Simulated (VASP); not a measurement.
# Cd (Fm-3m) in VASP: further runs

Cd is run at these levels: PBE; tasks: single point, relaxation of cell and atoms.

Everything below comes from runs of VASP 6.6.1. Logs are shortened: lines on timing, memory, paths and dates and some standing lists are left out, and cuts for length are marked.

### Step 1. The cell of the first run

It takes space group Fm-3m (No. 225, cubic). Conventional cell: a = 3.824 Å, b = 3.824 Å, c = 3.824 Å, α = 90.00°, β = 90.00°, γ = 90.00°. Cd (site symmetry m-3m) has 12 Cd at 2.70 Å within 3.6 Å.

### Step 2. Single point, PBE (volume scaled by 0.613, to set the pressure)

File INCAR:

```
ALGO = Normal
EDIFF = 1E-6
ENCUT = 520
GGA = PE
ISIF = 2
ISMEAR = -1
LASPH = T
LCHARG = T
LELF = T
LREAL = F
LVHAR = T
LWAVE = F
NBANDS = 12
NELM = 100
PREC = Accurate
SIGMA = 0.05
```

File KPOINTS:

```
k-points
0
Gamma
  17 17 17
```

File POSCAR:

```
Cd
1.0
    0.0000000000      1.9120844698      1.9120844698
    1.9120844698      0.0000000000      1.9120844698
    1.9120844698      1.9120844698      0.0000000000
Cd
1
Direct
    0.0000000000      0.0000000000      0.0000000000
```

Potentials or basis: VASP PAW PBE potentials, release 64 (Cd).

Command:

```bash
cat potpaw_PBE.64/Cd/POTCAR > POTCAR
mpirun -np 1 vasp_std > vasp.out
```

OUTCAR:

```text
EDIFF = 1E-6
   ENCUT = 520
   GGA = PE
   ISIF = 2
   ISMEAR = -1
   LASPH = T
   LREAL = F
   NELM = 100
   PREC = Accurate

 ion  position               nearest neighbor table
   1  0.000  0.000  0.000-

  LATTYP: Found a face centered cubic cell.
 ALAT       =     3.8241689396

  Lattice vectors:

 A1 = (   0.0000000000,   1.9120844698,   1.9120844698)
 A2 = (   1.9120844698,   0.0000000000,   1.9120844698)
 A3 = (   1.9120844698,   1.9120844698,   0.0000000000)

Analysis of symmetry for initial positions (statically):
=====================================================================
 Subroutine PRICEL returns:
 Original cell was already a primitive cell.

 Routine SETGRP: Setting up the symmetry group for a
 face centered cubic supercell.

 Subroutine GETGRP returns: Found 48 space group operations
 (whereof 48 operations were pure point group operations)
 out of a pool of 48 trial point group operations.

The static configuration has the point symmetry O_h .

Analysis of symmetry for dynamics (positions and initial velocities):
=====================================================================
 Subroutine PRICEL returns:
 Original cell was already a primitive cell.

 Routine SETGRP: Setting up the symmetry group for a
 face centered cubic supercell.

 Subroutine GETGRP returns: Found 48 space group operations
 (whereof 48 operations were pure point group operations)
 out of a pool of 48 trial point group operations.

The dynamic configuration has the point symmetry O_h .

 Subroutine INISYM returns: Found 48 space group operations
 (whereof 48 operations are pure point group operations),
 and found     1 'primitive' translations

----------------------------------------------------------------------------------------

                                     Primitive cell

  volume of cell :      13.9814

  direct lattice vectors                    reciprocal lattice vectors
     0.000000000  1.912084470  1.912084470    -0.261494724  0.261494724  0.261494724
     1.912084470  0.000000000  1.912084470     0.261494724 -0.261494724  0.261494724
     1.912084470  1.912084470  0.000000000     0.261494724  0.261494724 -0.261494724

  length of vectors
     2.704095790  2.704095790  2.704095790     0.452922147  0.452922147  0.452922147

  position of ions in fractional coordinates (direct lattice)
     0.000000000  0.000000000  0.000000000

  ion indices of the primitive-cell ions
   primitive index   ion index
                 1           1

----------------------------------------------------------------------------------------

 KPOINTS: k-points

Automatic generation of k-mesh.
 Grid dimensions read from file:
 generate k-points for:   17   17   17

 Generating k-lattice:

  Cartesian coordinates                     Fractional coordinates (reciprocal lattice)
    -0.015382043  0.015382043  0.015382043     0.058823529  0.000000000  0.000000000
     0.015382043 -0.015382043  0.015382043     0.000000000  0.058823529  0.000000000
     0.015382043  0.015382043 -0.015382043     0.000000000  0.000000000  0.058823529

  Length of vectors
     0.026642479  0.026642479  0.026642479

  Shift w.r.t. Gamma in fractional coordinates (k-lattice)
     0.000000000  0.000000000  0.000000000

 Subroutine IBZKPT returns following result:
 ===========================================

 Found    165 irreducible k-points:

 Following reciprocal coordinates:
            Coordinates               Weight
  0.000000  0.000000  0.000000      1.000000
  0.058824  0.000000  0.000000      8.000000
  0.117647  0.000000  0.000000      8.000000
  0.176471  0.000000  0.000000      8.000000
  0.235294  0.000000  0.000000      8.000000
  0.294118  0.000000  0.000000      8.000000
[... 16 lines left out ...]
 -0.176471  0.058824  0.000000     24.000000
 -0.117647  0.058824  0.000000     24.000000
 [... further k-points ...]
   k-points           NKPTS =    165   k-points in BZ     NKDIM =    165   number of bands    NBANDS=     12
   number of dos      NEDOS =    301   number of ions     NIONS =      1
   total plane-waves  NPLWV =   8000
   dimension x,y,z NGX =    20 NGY =   20 NGZ =   20
   dimension x,y,z NGXF=    40 NGYF=   40 NGZF=   40
   ions per type =               1
   NGX,Y,Z   is equivalent  to a cutoff of  12.30, 12.30, 12.30 a.u.
   NGXF,Y,Z  is equivalent  to a cutoff of  24.59, 24.59, 24.59 a.u.
 SYSTEM =  unknown system
   PREC   = accura    normal or accurate (medium, high low for compatibility)
   ISTART =      0    job   : 0-new  1-cont  2-samecut
   ICHARG =      2    charge: 1-file 2-atom 10-const
   ISPIN  =      1    spin polarized calculation?
   LNONCOLLINEAR =      F non collinear calculations
   LSORBIT =      F    spin-orbit coupling
   LASPH  =      T    aspherical Exc in radial PAW
   ENCUT  =  520.0 eV  38.22 Ry    6.18 a.u.   5.03  5.03  5.03*2*pi/ulx,y,z
   NELM   =    100;   NELMIN=  2; NELMDL= -5     # of ELM steps
   EDIFF  = 0.1E-05   stopping-criterion for ELM
   LREAL  =      F    real-space projection
   EDIFFG = 0.1E-04   stopping-criterion for IOM
   NSW    =      0    number of steps for IOM
   IBRION =     -1    ionic relax: 0-MD 1-quasi-New 2-CG
   NFREE  =      0    steps in history (QN), initial steepest desc. (CG)
   ISIF   =      2    stress and relaxation
   ISYM   =      2    0-nonsym 1-usesym 2-fastsym
   POTIM  = 0.5000    time-step for ionic-motion
   TEBEG  =    0.0;   TEEND  =   0.0 temperature during run
   PSTRESS=    0.0 pullay stress
   NELECT =      12.0000    total number of electrons
   NUPDOWN=      -1.0000    fix difference up-down
   EMIN   =  10.00;   EMAX   =-10.00  energy-range for DOS
   EFERMI =   0.00;   METHOD = LEGACY
   ISMEAR =    -1;   SIGMA  =   0.05  broadening in eV -4-tet -1-fermi 0-gaus
   EFERMI_NEDOS =   21; number of points for ismear=-14 and -15
   IALGO  =     38    algorithm
   IMIX   =      4    mixing-type and parameters
     AMIX     =   0.40;   BMIX     =  1.00
     AMIX_MAG =   1.60;   BMIX_MAG =  1.00
  volume/ion in A,a.u.               =      13.98        94.35
  Fermi-wavevector in a.u.,A,eV,Ry     =   1.555792  2.940020 32.932745  2.420488
  Thomas-Fermi vector in A             =   2.659682
   LORBIT       =      0    0 simple, 1 ext, 2 COOP (PROOUT), +10 PAW based schemes
   GGA     = PE    functional components
   LHFCALC =     F    Hartree Fock is set to
   AEXX    =    0.0000 exact exchange contribution
   IVDW    =     0    specifies the selected vdW correction
   LEPSILON=     F    determine dielectric tensor
   LRPA    =     F    only Hartree local field effects (RPA)
 non-spin polarized calculation
  energy-cutoff  :      520.00
  volume of cell :       13.98
 maximum number of plane-waves:       388
   NGX =  9   NGY =  9   NGZ =  9

 number of electron      12.0000006 magnetization

 Free energy of the ion-electron system (eV)
  ---------------------------------------------------
  ext. energy  EPLUGINS =         0.00000000
  ---------------------------------------------------
  free energy    TOTEN  =         0.67085872 eV

  energy without entropy =        0.67328402  energy(sigma->0) =        0.67207137

 E-fermi :   7.5229     XC(G=0): -13.5608

 val. band max:        7.4584787811   @ k =  -0.3529   0.4118   0.1176
 cond. band min:       7.5667624905   @ k =  -0.3529   0.4118   0.0588
 fundamental gap:      0.1082837094
 Fermi energy:         7.5229282491

 k-point     1 :       0.0000    0.0000    0.0000
  band No.  band energies     occupation
      1      -5.8305      2.00000
      2      -3.9776      2.00000
      3      -3.9776      2.00000
      4      -3.9776      2.00000
      5      -2.8423      2.00000
      6      -2.8423      2.00000
      7      22.2146      0.00000
      8      26.2667      0.00000
      9      26.2667      0.00000
     10      26.2667      0.00000
     11      30.9825      0.00000
     12      31.5613      0.00000

 k-point     2 :       0.0588    0.0000    0.0000
  band No.  band energies     occupation
      1      -5.7068      2.00000
      2      -4.0005      2.00000
      3      -3.9434      2.00000
      4      -3.9434      2.00000
      5      -2.8541      2.00000
      6      -2.8541      2.00000
      7      22.1628      0.00000
      8      25.0156      0.00000
      9      26.2439      0.00000
     10      26.2439      0.00000
     11      30.9197      0.00000
     12      31.6140      0.00000

 k-point     3 :       0.1176    0.0000    0.0000
  band No.  band energies     occupation
      1      -5.3719      2.00000
      2      -4.0278      2.00000
      3      -3.8565      2.00000
      4      -3.8565      2.00000
      5      -2.8743      2.00000
      6      -2.8743      2.00000
      7      21.3562      0.00000
      8      23.4611      0.00000
      9      26.1682      0.00000
     10      26.1682      0.00000
     11      30.2176      0.00000
     12      31.6292      0.00000
[... 286 lines left out ...]
 k-point    23 :      -0.1765    0.0588    0.0000
  band No.  band energies     occupation
      1      -4.8737      2.00000
      2      -3.9312      2.00000
      3      -3.7067      2.00000
      4      -3.5807      2.00000
      5      -2.9808      2.00000
      6      -2.5915      2.00000
      7      18.2793      0.00000
      8      22.1610      0.00000
      9      25.0934      0.00000
     10      27.5982      0.00000
     11      28.4721      0.00000
     12      30.3948      0.00000

 k-point    24 :      -0.1176    0.0588    0.0000
  band No.  band energies     occupation
      1      -5.1363      2.00000
      2      -4.1012      2.00000
      3      -3.7978      2.00000
      4      -3.7359      2.00000
      5      -2.9808      2.00000
      6      -2.7628      2.00000
      7      20.7804      0.00000
      8      22.5626      0.00000
      9      25.2146      0.00000
     10      27.3070      0.00000
     11      29.1232      0.00000
     12      31.4620      0.00000

 [... further k-points ...]

------------------------ aborting loop because EDIFF is reached ----------------------------------------

  FORCE on cell =-STRESS in cart. coord.  units (eV):
  Direction    XX          YY          ZZ          XY          YZ          ZX
  --------------------------------------------------------------------------------------
  -------------------------------------------------------------------------------------
  Total        7.5429442      7.5429442      7.5429442      0.0000000     -0.0000000      0.0000000
  in kB      864.3711477    864.3711477    864.3711477      0.0000000     -0.0000000      0.0000000
  external PRESSURE =     864.3711477 kB  Pullay stress =       0.0000000 kB

 VOLUME and BASIS-vectors are now :
 -----------------------------------------------------------------------------
  energy-cutoff  :      520.00
  volume of cell :       13.98
      direct lattice vectors                 reciprocal lattice vectors
     0.000000000  1.912084470  1.912084470    -0.261494724  0.261494724  0.261494724
     1.912084470  0.000000000  1.912084470     0.261494724 -0.261494724  0.261494724
     1.912084470  1.912084470  0.000000000     0.261494724  0.261494724 -0.261494724

 POSITION                                       TOTAL-FORCE (eV/Angst)
 -----------------------------------------------------------------------------------
      0.00000      0.00000      0.00000         0.000000      0.000000      0.000000
 -----------------------------------------------------------------------------------
    total drift:                                0.000000      0.000000      0.000000

  FREE ENERGIE OF THE ION-ELECTRON SYSTEM (eV)
  ---------------------------------------------------
  free  energy   TOTEN  =         0.6708587241 eV

  energy  without entropy=        0.6732840230  energy(sigma->0) =        0.67207137
```

Wall time 12 s (1 thread of Intel Xeon Platinum 8488C (Sapphire Rapids), shared host); peak memory 0.14 GiB.

Results:

| Property | Result |
| --- | --- |
| Free energy | 0.6709 eV |
| Pressure | 86.4 GPa |
| Band gap on the k mesh | zero (band 6 reaches 8.67 eV, above the bottom of band 7 at 6.98 eV) |

Levels at points of the mesh, in eV from the Fermi level:
```tsv
k point	band 4	band 5	band 6	band 7	band 8	band 9
(0.00, 0.00, 0.00)	-11.50	-10.37	-10.37	14.69	18.74	18.74
```

Caveat: the cell differs from its parent crystal (volume scaled by 0.613, to set the pressure).

### Step 3. Single point, PBE

File INCAR:

```
SYSTEM = Cd
PREC     = Accurate       ! precision mode
ENCUT    = 520            ! plane-wave cutoff, eV
EDIFF    = 1E-6           ! SCF threshold, eV
ISMEAR   = -1             ! smearing method
SIGMA    = 0.05           ! smearing width, eV
LREAL    = .False.        ! projectors in reciprocal space
LASPH    = .True.         ! aspherical terms in the spheres
NELM     = 100            ! most SCF steps
ALGO     = Normal         ! electronic algorithm
ISIF     = 2              ! what is computed and relaxed
LWAVE    = .False.        ! write WAVECAR
LCHARG   = .True.         ! write CHGCAR
GGA      = PE             ! functional
LELF     = .True.         ! ELF
LVHAR    = .True.       
NBANDS   = 12             ! bands
```

File KPOINTS:

```
regular mesh
0
Gamma
  17 17 17
  0 0 0
```

File POSCAR:

```
Cd
1.0
    0.0000000000      1.9116002385      1.9116002385
    1.9116002385      0.0000000000      1.9116002385
    1.9116002385      1.9116002385      0.0000000000
Cd
1
Direct
    0.0000000000      0.0000000000      0.0000000000
```

Potentials or basis: VASP PAW PBE potentials, release 64 (Cd).

Command:

```bash
cat potpaw_PBE.64/Cd/POTCAR > POTCAR
mpirun -np 1 vasp_std > vasp.out
```

Wall time 12 s (1 thread of Intel Xeon Platinum 8488C (Sapphire Rapids), shared host); peak memory 0.14 GiB.

The run converged. Its results:

| Property | Result |
| --- | --- |
| Free energy | 0.6766 eV |
| Pressure | 86.8 GPa |
| Band gap on the k mesh | zero (band 6 reaches 8.68 eV, above the bottom of band 7 at 6.99 eV) |

Levels at points of the mesh, in eV from the Fermi level:
```tsv
k point	band 4	band 5	band 6	band 7	band 8	band 9
(0.00, 0.00, 0.00)	-11.51	-10.37	-10.37	14.69	18.75	18.75
```

### Step 4. Single point, PBE

File INCAR:

```
SYSTEM = Cd
PREC = Accurate
ENCUT = 520
EDIFF = 1E-6
ISMEAR = -1
SIGMA = 0.05
LREAL = .FALSE.
LASPH = .TRUE.
NELM = 80
ALGO = Normal
ISIF = 2
LWAVE = .FALSE.
LCHARG = .FALSE.
GGA = PE
NBANDS = 12
```

File KPOINTS:

```
Automatic mesh
0
G
  17 17 17
  0 0 0
```

File POSCAR:

```
Cd
1.0
    0.0000000000      1.9115152217      1.9115152217
    1.9115152217      0.0000000000      1.9115152217
    1.9115152217      1.9115152217      0.0000000000
Cd
1
Direct
    0.0000000000      0.0000000000      0.0000000000
```

Command:

```bash
cat potpaw_PBE.64/Cd/POTCAR > POTCAR
mpirun -np 1 vasp_std > vasp.out
```

It took 14 s on 1 thread of Intel Xeon Platinum 8488C (Sapphire Rapids), shared host; peak memory 0.14 GiB.

The run converged. Its results:

```yaml
Free_energy: 0.6776 eV
Pressure: 86.8 GPa
Band_gap_on_the_k_mesh: zero (band 6 reaches 8.68 eV, above the bottom of band 7 at 6.99 eV)
```

Levels at points of the mesh, in eV from the Fermi level:
| k point | band 4 | band 5 | band 6 | band 7 | band 8 | band 9 |
| --- | --- | --- | --- | --- | --- | --- |
| (0.00, 0.00, 0.00) | -11.51 | -10.37 | -10.37 | 14.69 | 18.75 | 18.75 |

[end of part 1 of 2]
